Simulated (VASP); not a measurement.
A run of VASP 6.6.1 is set up as follows.

File INCAR:

```
ALGO = Normal
EDIFF = 1E-6
ENCUT = 520
GGA = PE
GGA_COMPAT = False
ISIF = 2
ISMEAR = -1
IVDW = 12
LASPH = True
LCHARG = False
LREAL = Auto
LWAVE = False
NBANDS = 64
NELM = 120
PREC = Accurate
SIGMA = 0.02
```

The input KPOINTS:

```
k-points
0
Gamma
  1 1 1
```

POSCAR

```
H6C2O
1.0
    7.9619310000      0.0000000000      0.0000000000
    0.0000000000      7.9619310000      0.0000000000
    0.0000000000      0.0000000000      7.9619310000
C O H
8 4 24
Direct
    0.8875359508     -0.0030897027      0.4795067930
    0.8787943528      0.0432055992      0.6191337252
    0.5391154482      0.4840911080      0.2100621068
    0.6314799764      0.4163939627      0.2674853625
    0.2700098757      0.1441610082     -0.0691038393
    0.2901055033      0.2876689085     -0.0325925959
    0.2194944920      0.6050291066      0.5830997531
    0.1783738141      0.4702251250      0.6297090492
    0.8133328460      0.0493222059      0.7581829081
    0.7381626392      0.3847307896      0.2479549245
   -0.0492217277      0.1672709799     -0.0261368756
    0.0845021139      0.4087073852      0.5782768024
    1.0802278995      0.2605900503      0.8068394464
    0.3863384398      0.3819676408      0.5764807557
    0.9380010955      0.1612548514      0.5088087299
    1.3642670352     -0.0176339132      0.3781243520
    0.6882250047      0.0479657510      0.2095722759
    1.1495326950      0.0798801195      0.4309256134
    0.7654173341     -0.0132379947      0.1179362142
    0.7896702446      0.6511234523      0.6254764077
    0.2855463078      0.7442666861      0.0717162708
    0.3054535388      0.6144740516      0.3668331213
    0.6669738786      0.4168084350     -0.0485435003
    0.1268285294      0.7664472350      0.1802200999
   -0.1657261285     -0.0884082015      0.1000762252
    0.2701103539      0.0301560011      0.1037059980
   -0.0520476754      0.3538086427      0.1917750857
    0.3521130741      0.4012343237     -0.0787497405
    0.0360465319      0.0664914077     -0.3042980403
    0.1483308509     -0.0309849457     -0.3014972122
    0.1300187103      0.1840885082      0.7871582911
    0.2520368488      0.5516124166      0.8498189698
   -0.2165555064      0.2913238007      1.1164753877
    0.5172488935      0.5728761025      0.6353735042
    0.3222961867      0.5270831913      0.3851703814
    0.1315886812      0.5937253161      0.2167941420
```

Potentials or basis: VASP PAW PBE potentials, release 64 (C, O, H).

Command:

```bash
$ cat potpaw_PBE.64/C/POTCAR potpaw_PBE.64/O/POTCAR potpaw_PBE.64/H/POTCAR > POTCAR
$ mpirun -np 1 vasp_gam > vasp.out
```

Q: Estimate the largest force.

A: 83.972 eV/Å.

Q: Predict the pressure.

A: 19.1 GPa.

Q: Predict the band gap on the k mesh.

A: 0.05 eV.

Q: Estimate the dispersion energy per atom.

A: -0.049 eV.

Forces in eV/Å, atoms in the order of the input:
```
C     2.711  -1.526 -14.557
C    -3.260   2.159  13.728
C   -35.973  23.429 -17.690
C   -44.210   3.602  26.601
C    -0.501  -8.421   3.680
C     2.942   6.668   0.551
C     9.468  16.747  -1.010
C    24.024   8.395  17.472
O    -1.026   0.638   0.615
O    78.981 -27.095  -8.895
O    -0.957   1.524   1.425
O   -32.888 -25.421 -14.828
H    -2.316   1.316   0.500
H     0.559   1.620   0.661
H    -0.406  -1.027  -1.288
H    -1.468   0.936  -0.008
H     0.382  -0.681   0.249
H     0.779  -1.209  -0.436
H    -0.724   0.645   0.500
H    -1.293  -0.286   0.111
H    -1.374   0.375   1.134
H    -0.517   1.721  -0.772
H    -0.319   0.184   0.649
H     1.704  -2.550  -0.705
H     0.413   0.032  -0.188
H     0.014   1.270  -2.910
H     1.401  -0.271  -1.259
H    -0.193   0.210   0.804
H     3.964  -2.496   0.387
H    -1.878   2.099   0.061
H     0.725  -1.507  -1.078
H    -0.515   0.175  -1.584
H     1.145  -0.418  -0.631
H     0.466  -0.545  -0.358
H     0.699  -2.100  -0.629
H    -0.560   1.810  -0.302
```

Caveat: the k points lie up to 0.79 Å⁻¹ apart.
